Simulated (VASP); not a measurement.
Set up this calculation in VASP 6.6.1, as the native input.

```yaml
Task: single point
Functional: PBE
Potentials_or_basis: VASP PAW PBE potentials, release 64 (Si, O)
Cutoff: 520 eV
k_mesh: 12 × 12 × 12
Occupations: gaussian, width 0.02 eV
Spin: no spin polarisation
Dipole_correction: no
Further_INCAR_settings: ALGO = Normal; EDIFF = 1e-07; NBANDS = 15
```

The structure of SiO2 lies in POSCAR:

```
SiO2
1.0
    1.3493059636      0.7790221613      5.4564342871
   -1.3493059636      0.7790221613      5.4564342871
    0.0000000000     -1.5580443227      5.4564342871
Si O
1 2
Direct
    0.0000000000      0.0000000000      0.0000000000
    0.2774002556      0.2774002556      0.2774002556
    0.7225997444      0.7225997444      0.7225997444
```

These files were run (other wordings do the same):

INCAR

```
SYSTEM = SiO2
  ALGO = Normal
  EDIFF = 1E-7
  ENCUT = 520
  GGA = PE
  ISIF = 2
  ISMEAR = 0
  LASPH = .True.
  LCHARG = .False.
  LREAL = .False.
  LWAVE = .False.
  NBANDS = 15
  NELM = 60
  PREC = Accurate
  SIGMA = 0.02
```

KPOINTS

```
k-points
0
Gamma
  12 12 12
  0 0 0
```

Potentials or basis: VASP PAW PBE potentials, release 64 (Si, O).

Command:

```sh
$ cat potpaw_PBE.64/Si/POTCAR potpaw_PBE.64/O/POTCAR > POTCAR
$ mpirun -np 1 vasp_std > vasp.out
```

Results of the run:

The pressure is 0.4 GPa, the largest force is 0.014 eV/Å and the band gap on the k mesh is 6.23 eV, indirect (least direct gap 6.68 eV).

It took 7.2 min on 1 thread of AMD EPYC 7R13, on a shared host, peak memory 0.26 GiB.
